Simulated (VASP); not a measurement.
# Cr in VASP: settings compared

Aim: see how the results for Cr move with the level of theory and the settings. Levels: PBE, RPBE+D3(BJ), PBEsol. Tasks: single point.

Program: VASP 6.6.1. These are calculated values, not measurements. Logs are shortened: lines on timing, memory, paths and dates and some standing lists are left out, and cuts for length are marked.

## (1) The cell of the first run

It takes space group C2/m (No. 12, monoclinic). Conventional cell: a = 4.701 Å, b = 2.714 Å, c = 4.410 Å, α = 90.00°, β = 90.00°, γ = 90.00°. Cr (site symmetry m) has 12 Cr at 2.65 to 2.75 Å within 3.5 Å.

## (2) Single point, PBE, collinear spin, ferromagnetic start (atoms moved at random)

Contents of INCAR:

```
SYSTEM = Cr
  ALGO = Normal
  EDIFF = 1E-6
  ENCUT = 500
  GGA = PE
  GGA_COMPAT = .FALSE.
  ISIF = 2
  ISMEAR = -1
  ISPIN = 2
  LASPH = .TRUE.
  LCHARG = .FALSE.
  LMAXMIX = 4
  LORBIT = 11
  LREAL = .FALSE.
  LWAVE = .FALSE.
  MAGMOM = 3 3
  NBANDS = 23
  NELM = 200
  PREC = Accurate
  SIGMA = 0.05
```

Contents of KPOINTS:

```
k-points
0
G
  11 11 6
  0 0 0
```

Contents of POSCAR:

```
Cr
1.0
    2.7140000000      0.0000000000      0.0000000000
   -1.3570000000      2.3503929459      0.0000000000
    0.0000000000      0.0000000000      4.4100000000
Cr
2
Direct
    0.6779190000      0.3340110000      0.7440990000
    0.3302660000      0.6601540000      0.2546310000
```

Potentials or basis: VASP PAW PBE potentials, release 64 (Cr_pv).

Launch:

```
$ cat potpaw_PBE.64/Cr_pv/POTCAR > POTCAR
$ mpirun -np 1 vasp_std > vasp.out
```

OUTCAR:

```text
SYSTEM = Cr
   EDIFF = 1E-6
   ENCUT = 500
   GGA = PE
   ISIF = 2
   ISMEAR = -1
   ISPIN = 2
   LASPH = .TRUE.
   LORBIT = 11
   LREAL = .FALSE.
   NELM = 200
   PREC = Accurate

 ion  position               nearest neighbor table
   1  0.678  0.334  0.744-   2 2.65   2 2.68   2 2.68   2 2.72   2 2.75   2 2.75
   2  0.330  0.660  0.255-   1 2.65   1 2.68   1 2.68   1 2.72   1 2.75   1 2.75

  LATTYP: Found a hexagonal cell.
 ALAT       =     2.7140000000
 C/A-ratio  =     1.6249078850

  Lattice vectors:

 A1 = (   2.7140000000,   0.0000000000,   0.0000000000)
 A2 = (  -1.3570000000,   2.3503929459,   0.0000000000)
 A3 = (   0.0000000000,   0.0000000000,   4.4100000000)

Analysis of symmetry for initial positions (statically):
=====================================================================
 Subroutine PRICEL returns:
 Original cell was already a primitive cell.

 Routine SETGRP: Setting up the symmetry group for a
 hexagonal supercell.

 Subroutine GETGRP returns: Found  2 space group operations
 (whereof  1 operations were pure point group operations)
 out of a pool of 24 trial point group operations.

The static configuration has the point symmetry C_1 .
 The point group associated with its full space group is S_2 .

Analysis of symmetry for dynamics (positions and initial velocities):
=====================================================================
 Subroutine PRICEL returns:
 Original cell was already a primitive cell.

 Routine SETGRP: Setting up the symmetry group for a
 hexagonal supercell.

 Subroutine GETGRP returns: Found  2 space group operations
 (whereof  1 operations were pure point group operations)
 out of a pool of 24 trial point group operations.

The dynamic configuration has the point symmetry C_1 .
 The point group associated with its full space group is S_2 .

Analysis of structural, dynamic, and magnetic symmetry:
=====================================================================
 Subroutine PRICEL returns:
 Original cell was already a primitive cell.

 Routine SETGRP: Setting up the symmetry group for a
 hexagonal supercell.

 Subroutine GETGRP returns: Found  2 space group operations
 (whereof  1 operations were pure point group operations)
 out of a pool of 24 trial point group operations.

The overall configuration has the point symmetry C_1 .
 The point group associated with its full space group is S_2 .

 Subroutine INISYM returns: Found  2 space group operations
 (whereof  1 operations are pure point group operations),
[... 116 lines left out ...]
     AMIX_MAG =   1.60;   BMIX_MAG =  1.00
  volume/ion in A,a.u.               =      14.07        94.92
  Fermi-wavevector in a.u.,A,eV,Ry     =   1.552681  2.934142 32.801180  2.410819
  Thomas-Fermi vector in A             =   2.657021
   LORBIT       =     11    0 simple, 1 ext, 2 COOP (PROOUT), +10 PAW based schemes
   GGA     = PE    functional components
   LHFCALC =     F    Hartree Fock is set to
   AEXX    =    0.0000 exact exchange contribution
   IVDW    =     0    specifies the selected vdW correction
   LEPSILON=     F    determine dielectric tensor
   LRPA    =     F    only Hartree local field effects (RPA)
 spin polarized calculation
  energy-cutoff  :      500.00
  volume of cell :       28.13
 maximum number of plane-waves:       734
   NGX =  9   NGY =  9   NGZ = 17

 number of electron      24.0000003 magnetization       1.8623290

 Free energy of the ion-electron system (eV)
  ---------------------------------------------------
  ext. energy  EPLUGINS =         0.00000000
  ---------------------------------------------------
  free energy    TOTEN  =       -17.72070663 eV

  energy without entropy =      -17.68741768  energy(sigma->0) =      -17.70406216

 E-fermi :   8.2984     XC(G=0): -12.5411

 val. band max:        8.2981411229   @ k =   0.1818   0.0000   0.0000
 cond. band min:       8.2993524015   @ k =   0.4545  -0.0000   0.1667
 fundamental gap:      0.0012112786
 Fermi energy:         8.2984371587

 spin component 1

 k-point     1 :       0.0000    0.0000    0.0000
  band No.  band energies     occupation
      1     -35.1825      1.00000
      2     -34.8401      1.00000
      3     -34.8351      1.00000
      4     -34.7789      1.00000
      5     -34.7623      1.00000
      6     -34.6954      1.00000
[... 613 lines left out ...]
     22      21.0530      0.00000
     23      22.9042      0.00000

 [... further k-points ...]

 spin component 2

 k-point     1 :       0.0000    0.0000    0.0000
  band No.  band energies     occupation
      1     -34.3685      1.00000
      2     -33.9454      1.00000
      3     -33.9420      1.00000
      4     -33.8798      1.00000
      5     -33.8730      1.00000
      6     -33.8691      1.00000
[... 613 lines left out ...]
     22      21.5082      0.00000
     23      23.3492      0.00000

 [... further k-points ...]

------------------------ aborting loop because EDIFF is reached ----------------------------------------

  FORCE on cell =-STRESS in cart. coord.  units (eV):
  Direction    XX          YY          ZZ          XY          YZ          ZX
  --------------------------------------------------------------------------------------
  -------------------------------------------------------------------------------------
  Total       -4.5819410     -4.6825438     -3.9840452      0.0870366      0.0029297      0.0051002
  in kB     -260.9583290   -266.6880296   -226.9059743      4.9570551      0.1668563      0.2904737
  external PRESSURE =    -251.5174443 kB  Pullay stress =       0.0000000 kB

 VOLUME and BASIS-vectors are now :
 -----------------------------------------------------------------------------
  energy-cutoff  :      500.00
  volume of cell :       28.13
      direct lattice vectors                 reciprocal lattice vectors
     2.714000000  0.000000000  0.000000000     0.368459838  0.212730387  0.000000000
    -1.357000000  2.350392946  0.000000000     0.000000000  0.425460773  0.000000000
     0.000000000  0.000000000  4.410000000     0.000000000  0.000000000  0.226757370

 POSITION                                       TOTAL-FORCE (eV/Angst)
 -----------------------------------------------------------------------------------
      1.38662      0.78506      3.28148         0.032925      0.019174      0.106988
      0.00051      1.55162      1.12292        -0.032925     -0.019174     -0.106988
 -----------------------------------------------------------------------------------
    total drift:                               -0.000018      0.000226     -0.000033

  FREE ENERGIE OF THE ION-ELECTRON SYSTEM (eV)
  ---------------------------------------------------
  free  energy   TOTEN  =       -17.7207066289 eV

  energy  without entropy=      -17.6874176849  energy(sigma->0) =      -17.70406216

 total charge

# of ion       s       p       d       tot
------------------------------------------
    1        0.383   6.279   4.056  10.718
    2        0.383   6.279   4.056  10.718
--------------------------------------------------
tot          0.766  12.558   8.113  21.437

 magnetization (x)

# of ion       s       p       d       tot
------------------------------------------
    1        0.002   0.023   0.841   0.866
    2        0.002   0.023   0.841   0.866
--------------------------------------------------
tot          0.004   0.046   1.682   1.733
```

OSZICAR:

```text
N       E                     dE             d eps       ncg     rms          rms(c)
DAV:   1     0.240810669272E+03    0.24081E+03   -0.13336E+04 33696   0.121E+03
DAV:   2    -0.118597289988E+02   -0.25267E+03   -0.24388E+03 34013   0.369E+02
DAV:   3    -0.196387385064E+02   -0.77790E+01   -0.77222E+01 41356   0.762E+01
DAV:   4    -0.197148232023E+02   -0.76085E-01   -0.75947E-01 38110   0.750E+00
DAV:   5    -0.197158815599E+02   -0.10584E-02   -0.10574E-02 35337   0.849E-01    0.184E+01
DAV:   6    -0.175167540395E+02    0.21991E+01   -0.10793E+01 37100   0.347E+01    0.522E+00
DAV:   7    -0.177087886242E+02   -0.19203E+00   -0.49600E-01 37723   0.599E+00    0.278E+00
DAV:   8    -0.177206501024E+02   -0.11861E-01   -0.12184E-02 35722   0.101E+00    0.998E-01
DAV:   9    -0.177188747747E+02    0.17753E-02   -0.58707E-03 38276   0.654E-01    0.397E-01
DAV:  10    -0.177203624692E+02   -0.14877E-02   -0.30525E-03 36372   0.365E-01    0.197E-01
DAV:  11    -0.177206389111E+02   -0.27644E-03   -0.29609E-04 38612   0.126E-01    0.855E-02
DAV:  12    -0.177207011782E+02   -0.62267E-04   -0.84535E-05 37191   0.776E-02    0.315E-02
DAV:  13    -0.177207035533E+02   -0.23750E-05   -0.13401E-05 36554   0.280E-02    0.138E-02
DAV:  14    -0.177207049809E+02   -0.14277E-05   -0.29737E-06 36626   0.138E-02    0.560E-03
DAV:  15    -0.177207061065E+02   -0.11255E-05   -0.48420E-07 19158   0.637E-03    0.190E-03
DAV:  16    -0.177207066289E+02   -0.52239E-06   -0.86973E-08 18298   0.215E-03
   1 F= -.17720707E+02 E0= -.17704062E+02  d E =-.332889E-01  mag=     1.8621
```

Wall time 8.5 min (1 thread of Intel Xeon 8259CL, shared host); peak memory 0.38 GiB.

Results:

```yaml
Free_energy: -17.7207 eV
Pressure: -25.2 GPa
Largest_force: 0.114 eV/Å
Net_moment: 1.86 μB per cell
Site_moments: Cr +0.87 μB
Valence_electrons_inside_the_program's_atomic_spheres: Cr 10.72
```

Forces in eV/Å, atoms in the order of the input:
```
Cr   0.033  0.019  0.107
Cr  -0.033 -0.019 -0.107
```

Levels at points of the mesh, in eV from the Fermi level:
Spin up:
```
           k point  band 9  band 10  band 11  band 12  band 13  band 14  band 15  band 16  band 17  band 18
(0.00, 0.00, 0.00)   -0.71    -0.68    -0.65    -0.36    -0.32     0.09     0.17     0.41     1.29     1.41
(0.00, 0.00, 0.50)   -1.26    -1.00    -0.77    -0.76    -0.75    -0.74     0.96     0.98     1.04     1.04
```
Spin down:
```csv
k point,band 8,band 9,band 10,band 11,band 12,band 13,band 14,band 15
"(0.00, 0.00, 0.00)",-3.09,-0.02,0.08,0.10,0.45,0.50,0.70,0.94
"(0.00, 0.00, 0.50)",-4.82,-0.70,-0.42,0.01,0.03,0.05,0.08,1.81
```

Caveat: the cell differs from its parent crystal (atoms moved at random); the cell stands under tension; an empty level that is flat over the whole mesh can mark a ghost state of the potentials, or a narrow d or f band.

## (3) Single point, RPBE+D3(BJ), collinear spin, ferromagnetic start

This run uses another cell than the first one, of 10.59 Å³/atom.

Contents of INCAR:

```
  ALGO = Normal
  EDIFF = 1E-7
  ENCUT = 520
  GGA = RP
  ISIF = 2
  ISMEAR = -1
  ISPIN = 2
  IVDW = 12
  LASPH = True
  LCHARG = False
  LMAXMIX = 4
  LORBIT = 11
  LREAL = False
  LWAVE = False
  MAGMOM = 3 3
  NBANDS = 23
  NELM = 150
  PREC = Accurate
  SIGMA = 0.05
```

Contents of KPOINTS:

```
k-points
0
Gamma
  11 11 6
```

Contents of POSCAR:

```
Cr
1.0
    2.4017663668      0.0000000000      0.0000000000
   -1.2008831834      2.0799906876      0.0000000000
    0.0000000000      0.0000000000      4.2415984980
Cr
2
Direct
    0.6666666667      0.3333333333      0.7500000000
    0.3333333333      0.6666666667      0.2500000000
```

Potentials or basis: VASP PAW PBE potentials, release 64 (Cr_pv).

Launch:

```
$ cat potpaw_PBE.64/Cr_pv/POTCAR > POTCAR
$ mpirun -np 1 vasp_std > vasp.out
```

Wall time 27 s (1 thread of Intel Xeon 6975P-C (Granite Rapids), shared host); peak memory 0.18 GiB.

The run converged. Its results:

| Quantity | Value |
| --- | --- |
| Free energy | -22.4505 eV |
| Pressure | -0.4 GPa |
| Band gap on the k mesh | zero (filled and empty bands overlap) |
| Net moment | 0.00 μB per cell |
| Valence electrons inside the program's atomic spheres | Cr 11.30 |
| Dispersion energy per atom | -2.802 eV |

Levels at points of the mesh, in eV from the Fermi level:
Spin up:
```csv
k point,band 10,band 11,band 12,band 13,band 14,band 15
"(0.00, 0.00, 0.00)",-0.47,-0.47,-0.05,-0.05,0.03,1.16
"(0.00, 0.00, 0.50)",-1.80,-0.45,-0.45,-0.45,-0.45,2.07
```
Spin down:
```
           k point  band 8  band 9  band 10  band 11  band 12  band 13  band 14  band 15  band 16  band 17
(0.00, 0.00, 0.00)   -4.50   -1.34    -0.47    -0.47    -0.05    -0.05     0.03     1.16     1.16     2.54
(0.00, 0.00, 0.50)   -5.84   -1.80    -1.80    -0.45    -0.45    -0.45    -0.45     2.07     2.07     2.07
```

Caveat: an empty level that is flat over the whole mesh can mark a ghost state of the potentials, or a narrow d or f band; the PAW data sets were made with another functional, which shifts forces and pressure a little.

## (4) Single point, PBEsol, collinear spin, ferromagnetic start

This run uses another cell than the first one, of 11.48 Å³/atom.

Contents of INCAR:

```
ALGO = Normal ; EDIFF = 1E-6
ENCUT = 520 ; GGA = PS
ISIF = 2 ; ISMEAR = -1
ISPIN = 2 ; LASPH = T
LCHARG = F ; LMAXMIX = 4
LORBIT = 11 ; LREAL = F
LWAVE = F ; MAGMOM = 3 3
NBANDS = 23 ; NELM = 150
PREC = Accurate ; SIGMA = 0.05
```

KPOINTS is that of step 3.

Contents of POSCAR:

```
Cr
1.0
    2.4547576310      0.0000000000      0.0000000000
   -1.2273788155      2.1258824686      0.0000000000
    0.0000000000      0.0000000000      4.4011658372
Cr
2
Direct
    0.6666666667      0.3333333333      0.7500000000
    0.3333333333      0.6666666667      0.2500000000
```

Launch:

```
$ cat potpaw_PBE.64/Cr_pv/POTCAR > POTCAR
$ mpirun -np 1 vasp_std > vasp.out
```

It took 25 s on 1 thread of Intel Xeon 6975P-C (Granite Rapids), shared host; peak memory 0.17 GiB.

Results (log left out):

- Free energy: -19.6656 eV
- Pressure: -0.6 GPa
- Band gap on the k mesh: zero (filled and empty bands overlap)
- Net moment: 0.00 μB per cell
- Valence electrons inside the program's atomic spheres: Cr 11.10

Stress tensor (GPa, compression positive):
```
-0.63  0.00  0.00
 0.00 -0.63  0.00
 0.00  0.00 -0.44
```

Levels at points of the mesh, in eV from the Fermi level:
Spin up:
```csv
k point,band 8,band 9,band 10,band 11,band 12,band 13,band 14,band 15,band 16,band 17
"(0.00, 0.00, 0.00)",-4.20,-1.29,-0.38,-0.38,-0.24,-0.03,-0.03,1.11,1.11,2.28
"(0.00, 0.00, 0.50)",-5.73,-1.69,-1.69,-0.35,-0.35,-0.35,-0.35,1.87,1.87,1.87
```
Spin down:
| k point | band 10 | band 11 | band 12 | band 13 | band 14 | band 15 |
| --- | --- | --- | --- | --- | --- | --- |
| (0.00, 0.00, 0.00) | -0.38 | -0.38 | -0.24 | -0.03 | -0.03 | 1.11 |
| (0.00, 0.00, 0.50) | -1.69 | -0.35 | -0.35 | -0.35 | -0.35 | 1.87 |

Caveat: an empty level that is flat over the whole mesh can mark a ghost state of the potentials, or a narrow d or f band; the PAW data sets were made with another functional, which shifts forces and pressure a little.
